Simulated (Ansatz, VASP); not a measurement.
Ca: VASP beside Ansatz

```
Ca
1.0
     0.00000    2.67145    2.67145
     2.67145    0.00000    2.67145
     2.67145    2.67145    0.00000
Ca
1
Direct
  0.00000 0.00000 0.00000
```

Alike in both runs: task single point; functional LDA; k mesh 10 × 10 × 10; no spin polarisation.

|  | VASP | Ansatz |
| --- | --- | --- |
| version | VASP 6.6.1 | Ansatz 0.2.0 |
| potentials or method | VASP PAW LDA potentials, release 64 (Ca_sv), cutoff 520 eV | plane waves (420 eV) with PAW, scalar-relativistic |
| occupations | methfessel-paxton of order 1, width 0.6 eV | cold, width 0.6 eV |
| valence electrons in the cell | 10 | 10 |

|  | VASP | Ansatz | Ansatz less VASP |
| --- | --- | --- | --- |
| pressure (GPa) | 0.0 | 0.0 | +0.04 |

Ansatz warns that its potentials were made for another functional, while VASP's fit it. LDA's correlation is that of Perdew and Zunger in VASP and of Perdew and Wang (1992) in Ansatz.
